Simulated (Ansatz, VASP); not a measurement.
## C: VASP beside Ansatz

INCAR

```
SYSTEM = C
ALGO = Normal ; EDIFF = 1E-6
ENCUT = 520 ; GGA = CA
ISIF = 2 ; ISMEAR = 0
LASPH = .TRUE. ; LCHARG = .FALSE.
LREAL = .FALSE. ; LWAVE = .FALSE.
NBANDS = 11 ; NELM = 100
PREC = Accurate ; SIGMA = 0.05
```

The input KPOINTS:

```
k-points
0
G
  12 12 12
  0 0 0
```

POSCAR

```
C
1.0
    0.0000000000      1.7098799263      1.8830907628
    1.7098799263      0.0000000000      1.8830907628
    1.7098799263      1.7098799263      0.0000000000
C
2
Direct
    0.5000000000      0.5000000000      0.5000000000
    0.7500000000      0.7500000000      0.7500000000
```

Input for Ansatz:

```yaml
crystal:
  lattice:
    - [0.0, 1.7098799263, 1.8830907628]
    - [1.7098799263, 0.0, 1.8830907628]
    - [1.7098799263, 1.7098799263, 0.0]
  atoms:
    - { symbol: C, position: [0.5, 0.5, 0.5] }
    - { symbol: C, position: [0.75, 0.75, 0.75] }
basis:
  ecutwfc: 520.0
kpoints:
  mp_grid: { grid: [12, 12, 12] }
hamiltonian:
  xc: lda
  pseudopotentials: { kind: paw, azcp: { folder: soft_1 } }
scf:
  occupations: { method: gaussian, width: 0.05 }
output:
  forces: true
  stress: true
  eigenvalues: true
```

Alike in both runs: task single point; functional LDA; k mesh 12 × 12 × 12; occupations gaussian, width 0.05 eV; no spin polarisation.

|  | VASP | Ansatz |
| --- | --- | --- |
| version | VASP 6.6.1 | Ansatz 0.2.0 |
| potentials or method | VASP PAW LDA potentials, release 64 (C), cutoff 520 eV | scalar-relativistic, plane waves, PAW |
| valence electrons in the cell | 8 | 8 |

```tsv
	VASP	Ansatz	Ansatz less VASP
gap on the k mesh at the Fermi level (eV)	2.97	2.98	+0.008
least direct gap on the mesh (eV)	4.77	4.77	-0.002
pressure (GPa)	1.9	0.2	-1.68
traceless stress, the component that is largest in VASP (GPa)	-67.27	-67.37	-0.098
```

Ansatz warns that its potentials were made for another functional, while VASP's fit it. LDA's correlation is that of Perdew and Zunger in VASP and of Perdew and Wang (1992) in Ansatz.
